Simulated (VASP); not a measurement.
Here is a VASP 6.6.1 calculation.

The input INCAR:

```
ALGO = Normal ; EDIFF = 1E-6
ENCUT = 520 ; GGA = PE
ISIF = 2 ; ISMEAR = -1
LASPH = True ; LCHARG = False
LREAL = False ; LWAVE = False
NBANDS = 37 ; NELM = 100
PREC = Accurate ; SIGMA = 0.05
```

KPOINTS

```
k-points
0
Gamma
  3 3 3
```

File POSCAR:

```
PbIF
1.0
    5.8673180000     -0.1190830000     -0.2761790000
    0.3458740000      5.9268830000      0.4897270000
    0.2688020000     -0.3526300000      5.0284890000
Pb I F
2 2 2
Direct
    0.6911559764      0.9753785530      0.3943386480
    0.0078414346      0.4815149230      0.3089720950
    0.4465928993      0.3235492270      0.8925014628
    0.2313022327      0.8175914092      0.7617600896
    0.1614003960      1.0089816813      0.2911474656
    0.9359369398      0.1658730040      0.9585761527
```

Potentials or basis: VASP PAW PBE potentials, release 64 (Pb_d, I, F).

Command:

```sh
$ cat potpaw_PBE.64/Pb_d/POTCAR potpaw_PBE.64/I/POTCAR potpaw_PBE.64/F/POTCAR > POTCAR
$ mpirun -np 1 vasp_std > vasp.out
```

(1) Estimate the pressure.

(2) What does it give for the largest force?

## Answers

(1) -1.1 GPa.

(2) 1.317 eV/Å.

Caveat: the k points lie up to 0.41 Å⁻¹ apart.
